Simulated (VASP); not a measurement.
# CaO (wurtzite type) (P6_3/mmc) in VASP: single point with PBE

Aim: the single point of CaO (wurtzite type) with PBE.

Program: VASP 6.6.1. These are calculated values, not measurements. Logs are shortened: lines on timing, memory, paths and dates and some standing lists are left out, and cuts for length are marked.

## (1) The cell of the first run

It takes space group P6_3/mmc (No. 194, hexagonal). The conventional cell has a = 4.004 Å, b = 4.004 Å, c = 4.808 Å, α = 90.00°, β = 90.00°, γ = 120.00°. Within 3.1 Å of Ca (site symmetry -6m2) lie 5 O at 2.31 to 2.40 Å. O (site symmetry -6m2) has 5 Ca at 2.31 to 2.40 Å within 3.1 Å.

## (2) Single point, PBE

Contents of INCAR:

```
ALGO     = Normal         # electronic algorithm
EDIFF    = 1E-7           # SCF threshold, eV
ENCUT    = 520            # plane-wave cutoff, eV
GGA      = PE             # functional
ISIF     = 2              # what is computed and relaxed
ISMEAR   = -1             # smearing method
LASPH    = T              # aspherical terms in the spheres
LCHARG   = F              # write CHGCAR
LREAL    = F              # projectors in reciprocal space
LWAVE    = F              # write WAVECAR
NBANDS   = 24             # bands
NELM     = 80             # most SCF steps
PREC     = Accurate       # precision mode
SIGMA    = 0.05           # smearing width, eV
```

Contents of KPOINTS:

```
k-points
0
Gamma
  12 12 6
```

Contents of POSCAR:

```
CaO
1.0
    4.0042349854      0.0000000000      0.0000000000
   -2.0021174927      3.4677692201      0.0000000000
    0.0000000000      0.0000000000      4.8083127851
Ca O
2 2
Direct
    0.3333333333      0.6666666667     -0.0620031157
    0.6666666667      0.3333333333      0.4379968843
    0.3333333333      0.6666666667      0.4380031157
    0.6666666667      0.3333333333      0.9380031157
```

Potentials or basis: VASP PAW PBE potentials, release 64 (Ca_sv, O).

On the command line:

```bash
cat potpaw_PBE.64/Ca_sv/POTCAR potpaw_PBE.64/O/POTCAR > POTCAR
mpirun -np 1 vasp_std > vasp.out
```

OUTCAR:

```text
EDIFF = 1E-7
   ENCUT = 520
   GGA = PE
   ISIF = 2
   ISMEAR = -1
   LASPH = T
   LREAL = F
   NELM = 80
   PREC = Accurate

 ion  position               nearest neighbor table
   1  0.333  0.667  0.938-   4 2.31   4 2.31   4 2.31   3 2.40   3 2.40
   2  0.667  0.333  0.438-   3 2.31   3 2.31   3 2.31   4 2.40   4 2.40
   3  0.333  0.667  0.438-   2 2.31   2 2.31   2 2.31   1 2.40   1 2.40
   4  0.667  0.333  0.938-   1 2.31   1 2.31   1 2.31   2 2.40   2 2.40

  LATTYP: Found a hexagonal cell.
 ALAT       =     4.0042349854
 C/A-ratio  =     1.2008068464

  Lattice vectors:

 A1 = (   4.0042349854,   0.0000000000,   0.0000000000)
 A2 = (  -2.0021174927,   3.4677692201,   0.0000000000)
 A3 = (   0.0000000000,   0.0000000000,   4.8083127851)

Analysis of symmetry for initial positions (statically):
=====================================================================
 Subroutine PRICEL returns:
 Original cell was already a primitive cell.

 Routine SETGRP: Setting up the symmetry group for a
 hexagonal supercell.

 Subroutine GETGRP returns: Found 12 space group operations
 (whereof  6 operations were pure point group operations)
 out of a pool of 24 trial point group operations.

The static configuration has the point symmetry C_3v.
 The point group associated with its full space group is C_6v.

Analysis of symmetry for dynamics (positions and initial velocities):
=====================================================================
 Subroutine PRICEL returns:
 Original cell was already a primitive cell.

 Routine SETGRP: Setting up the symmetry group for a
 hexagonal supercell.

 Subroutine GETGRP returns: Found 12 space group operations
 (whereof  6 operations were pure point group operations)
 out of a pool of 24 trial point group operations.

The dynamic configuration has the point symmetry C_3v.
 The point group associated with its full space group is C_6v.

 Subroutine INISYM returns: Found 12 space group operations
 (whereof  6 operations are pure point group operations),
 and found     1 'primitive' translations

----------------------------------------------------------------------------------------

                                     Primitive cell

  volume of cell :      66.7671

  direct lattice vectors                    reciprocal lattice vectors
     4.004234985  0.000000000  0.000000000     0.249735593  0.144184912  0.000000000
    -2.002117493  3.467769220  0.000000000     0.000000000  0.288369824  0.000000000
     0.000000000  0.000000000  4.808312785     0.000000000  0.000000000  0.207973159

  length of vectors
     4.004234985  4.004234985  4.808312785     0.288369824  0.288369824  0.207973159

  position of ions in fractional coordinates (direct lattice)
     0.333333333  0.666666667  0.937996884
     0.666666667  0.333333333  0.437996884
     0.333333333  0.666666667  0.438003116
     0.666666667  0.333333333  0.938003116

  ion indices of the primitive-cell ions
   primitive index   ion index
                 1           1
                 2           2
                 3           3
                 4           4

----------------------------------------------------------------------------------------

 KPOINTS: k-points

Automatic generation of k-mesh.
 Grid dimensions read from file:
 generate k-points for:   12   12    6

 Generating k-lattice:

  Cartesian coordinates                     Fractional coordinates (reciprocal lattice)
     0.020811299  0.012015409  0.000000000     0.083333333 -0.000000000  0.000000000
     0.000000000  0.024030819  0.000000000     0.000000000  0.083333333  0.000000000
     0.000000000  0.000000000  0.034662193     0.000000000  0.000000000  0.166666667

  Length of vectors
     0.024030819  0.024030819  0.034662193

  Shift w.r.t. Gamma in fractional coordinates (k-lattice)
     0.000000000  0.000000000  0.000000000

 Subroutine IBZKPT returns following result:
 ===========================================

 Found     76 irreducible k-points:

 Following reciprocal coordinates:
            Coordinates               Weight
  0.000000  0.000000  0.000000      1.000000
  0.083333  0.000000  0.000000      6.000000
  0.166667  0.000000  0.000000      6.000000
  0.250000  0.000000  0.000000      6.000000
  0.333333  0.000000  0.000000      6.000000
  0.416667  0.000000  0.000000      6.000000
[... 16 lines left out ...]
  0.250000  0.000000  0.166667     12.000000
  0.333333  0.000000  0.166667     12.000000
 [... further k-points ...]
   k-points           NKPTS =     76   k-points in BZ     NKDIM =     76   number of bands    NBANDS=     24
   number of dos      NEDOS =    301   number of ions     NIONS =      4
   total plane-waves  NPLWV =  32400
   dimension x,y,z NGX =    30 NGY =   30 NGZ =   36
   dimension x,y,z NGXF=    60 NGYF=   60 NGZF=   72
   ions per type =               2   2
   NGX,Y,Z   is equivalent  to a cutoff of  12.46, 12.46, 12.45 a.u.
   NGXF,Y,Z  is equivalent  to a cutoff of  24.91, 24.91, 24.89 a.u.
 SYSTEM =  unknown system
   PREC   = accura    normal or accurate (medium, high low for compatibility)
   ISTART =      0    job   : 0-new  1-cont  2-samecut
   ICHARG =      2    charge: 1-file 2-atom 10-const
   ISPIN  =      1    spin polarized calculation?
   LNONCOLLINEAR =      F non collinear calculations
   LSORBIT =      F    spin-orbit coupling
   LASPH  =      T    aspherical Exc in radial PAW
   ENCUT  =  520.0 eV  38.22 Ry    6.18 a.u.   7.45  7.45  8.94*2*pi/ulx,y,z
   NELM   =     80;   NELMIN=  2; NELMDL= -5     # of ELM steps
   EDIFF  = 0.1E-06   stopping-criterion for ELM
   LREAL  =      F    real-space projection
   EDIFFG = 0.1E-05   stopping-criterion for IOM
   NSW    =      0    number of steps for IOM
   IBRION =     -1    ionic relax: 0-MD 1-quasi-New 2-CG
   NFREE  =      0    steps in history (QN), initial steepest desc. (CG)
   ISIF   =      2    stress and relaxation
   ISYM   =      2    0-nonsym 1-usesym 2-fastsym
   POTIM  = 0.5000    time-step for ionic-motion
   TEBEG  =    0.0;   TEEND  =   0.0 temperature during run
   PSTRESS=    0.0 pullay stress
   NELECT =      32.0000    total number of electrons
   NUPDOWN=      -1.0000    fix difference up-down
   EMIN   =  10.00;   EMAX   =-10.00  energy-range for DOS
   EFERMI =   0.00;   METHOD = LEGACY
   ISMEAR =    -1;   SIGMA  =   0.05  broadening in eV -4-tet -1-fermi 0-gaus
   EFERMI_NEDOS =   21; number of points for ismear=-14 and -15
   IALGO  =     38    algorithm
   IMIX   =      4    mixing-type and parameters
     AMIX     =   0.40;   BMIX     =  1.00
     AMIX_MAG =   1.60;   BMIX_MAG =  1.00
  volume/ion in A,a.u.               =      16.69       112.64
  Fermi-wavevector in a.u.,A,eV,Ry     =   1.281162  2.421045 22.332273  1.641376
  Thomas-Fermi vector in A             =   2.413548
   LORBIT       =      0    0 simple, 1 ext, 2 COOP (PROOUT), +10 PAW based schemes
   GGA     = PE    functional components
   LHFCALC =     F    Hartree Fock is set to
   AEXX    =    0.0000 exact exchange contribution
   IVDW    =     0    specifies the selected vdW correction
   LEPSILON=     F    determine dielectric tensor
   LRPA    =     F    only Hartree local field effects (RPA)
 non-spin polarized calculation
  energy-cutoff  :      520.00
  volume of cell :       66.77
 maximum number of plane-waves:      1823
 NGX is ok and might be reduce to    30
   NGX = 15   NGY = 15   NGZ = 17

 number of electron      32.0000014 magnetization

 Free energy of the ion-electron system (eV)
  ---------------------------------------------------
  ext. energy  EPLUGINS =         0.00000000
  ---------------------------------------------------
  free energy    TOTEN  =       -25.35059736 eV

  energy without entropy =      -25.35059736  energy(sigma->0) =      -25.35059736

 E-fermi :   2.3791     XC(G=0):  -9.3464

 val. band max:        1.2901292998   @ k =   0.0000   0.0000   0.0000
 cond. band min:       4.4176255692   @ k =   0.0000   0.0000   0.0000
 fundamental gap:      3.1274962694
 Fermi energy:         2.3790905560

 k-point     1 :       0.0000    0.0000    0.0000
  band No.  band energies     occupation
      1     -36.4092      2.00000
      2     -36.2853      2.00000
      3     -17.7333      2.00000
      4     -17.5015      2.00000
      5     -17.5015      2.00000
      6     -17.3139      2.00000
[... 16 lines left out ...]
     23       9.6586      0.00000
     24       9.7803      0.00000

 k-point     2 :       0.0833    0.0000    0.0000
  band No.  band energies     occupation
      1     -36.4065      2.00000
      2     -36.2863      2.00000
      3     -17.7242      2.00000
      4     -17.5301      2.00000
      5     -17.5074      2.00000
      6     -17.3491      2.00000
[... 16 lines left out ...]
     23       9.5725      0.00000
     24       9.7321      0.00000

 k-point     3 :       0.1667    0.0000    0.0000
  band No.  band energies     occupation
      1     -36.3988      2.00000
      2     -36.2895      2.00000
      3     -17.6980      2.00000
      4     -17.6061      2.00000
      5     -17.5230      2.00000
      6     -17.4405      2.00000
[... 16 lines left out ...]
     23       9.3107      0.00000
     24       9.5955      0.00000

 k-point     4 :       0.2500    0.0000    0.0000
  band No.  band energies     occupation
      1     -36.3873      2.00000
      2     -36.2949      2.00000
      3     -17.7051      2.00000
      4     -17.6576      2.00000
      5     -17.5552      2.00000
      6     -17.5432      2.00000
[... 16 lines left out ...]
     23       9.3969      0.00000
     24       9.5971      0.00000

 k-point     5 :       0.3333    0.0000    0.0000
  band No.  band energies     occupation
      1     -36.3738      2.00000
      2     -36.3023      2.00000
      3     -17.7997      2.00000
      4     -17.6601      2.00000
      5     -17.6085      2.00000
      6     -17.5625      2.00000
[... 16 lines left out ...]
     23       9.4391      0.00000
     24       9.6113      0.00000

 k-point     6 :       0.4167    0.0000    0.0000
  band No.  band energies     occupation
      1     -36.3614      2.00000
      2     -36.3103      2.00000
      3     -17.8665      2.00000
      4     -17.7316      2.00000
      5     -17.5760      2.00000
      6     -17.5610      2.00000
[... 16 lines left out ...]
     23       9.5988      0.00000
     24       9.7811      0.00000
[... 379 lines left out ...]
 k-point    21 :       0.0833    0.0000    0.1667
  band No.  band energies     occupation
      1     -36.3983      2.00000
      2     -36.2942      2.00000
      3     -17.7506      2.00000
      4     -17.5009      2.00000
      5     -17.4943      2.00000
      6     -17.4005      2.00000
[... 16 lines left out ...]
     23       9.6465      0.00000
     24       9.6674      0.00000

 k-point    22 :       0.1667    0.0000    0.1667
  band No.  band energies     occupation
      1     -36.3913      2.00000
      2     -36.2967      2.00000
      3     -17.7805      2.00000
      4     -17.5345      2.00000
      5     -17.5088      2.00000
      6     -17.5070      2.00000
[... 16 lines left out ...]
     23       9.5780      0.00000
     24       9.6278      0.00000

 k-point    23 :       0.2500    0.0000    0.1667
  band No.  band energies     occupation
      1     -36.3809      2.00000
      2     -36.3009      2.00000
      3     -17.8400      2.00000
      4     -17.6553      2.00000
      5     -17.5277      2.00000
      6     -17.5149      2.00000
[... 16 lines left out ...]
     23       9.6860      0.00000
     24       9.7589      0.00000

 k-point    24 :       0.3333    0.0000    0.1667
  band No.  band energies     occupation
      1     -36.3688      2.00000
      2     -36.3069      2.00000
      3     -17.9105      2.00000
      4     -17.7670      2.00000
      5     -17.5457      2.00000
      6     -17.4928      2.00000
[... 16 lines left out ...]
     23       9.6440      0.00000
     24       9.8823      0.00000

 [... further k-points ...]
[... 5 lines left out ...]
  --------------------------------------------------------------------------------------
  -------------------------------------------------------------------------------------
  Total        0.1982187      0.1982187      0.2031988      0.0000000      0.0000000      0.0000000
  in kB        4.7565578      4.7565578      4.8760632      0.0000000      0.0000000      0.0000000
  external PRESSURE =       4.7963929 kB  Pullay stress =       0.0000000 kB

 VOLUME and BASIS-vectors are now :
 -----------------------------------------------------------------------------
  energy-cutoff  :      520.00
  volume of cell :       66.77
      direct lattice vectors                 reciprocal lattice vectors
     4.004234985  0.000000000  0.000000000     0.249735593  0.144184912  0.000000000
    -2.002117493  3.467769220  0.000000000     0.000000000  0.288369824  0.000000000
     0.000000000  0.000000000  4.808312785     0.000000000  0.000000000  0.207973159

 POSITION                                       TOTAL-FORCE (eV/Angst)
 -----------------------------------------------------------------------------------
     -0.00000      2.31185      4.51018         0.000000     -0.000000      0.000103
      2.00212      1.15592      2.10603        -0.000000     -0.000000      0.000103
     -0.00000      2.31185      2.10606         0.000000     -0.000000     -0.000103
      2.00212      1.15592      4.51021        -0.000000      0.000000     -0.000103
 -----------------------------------------------------------------------------------
    total drift:                               -0.000000      0.000000     -0.000199

  FREE ENERGIE OF THE ION-ELECTRON SYSTEM (eV)
  ---------------------------------------------------
  free  energy   TOTEN  =       -25.3505973553 eV

  energy  without entropy=      -25.3505973553  energy(sigma->0) =      -25.35059736
```

It took 2.5 min on 1 thread of Intel Xeon Platinum 8259CL at 2.50GHz (Skylake/Cascade Lake), shared host; peak memory 0.24 GiB.

What came out:

| Property | Result |
| --- | --- |
| Free energy | -25.3506 eV |
| Pressure | 0.5 GPa |
| Band gap on the k mesh | 3.13 eV, direct |

A k mesh can miss the band edges.
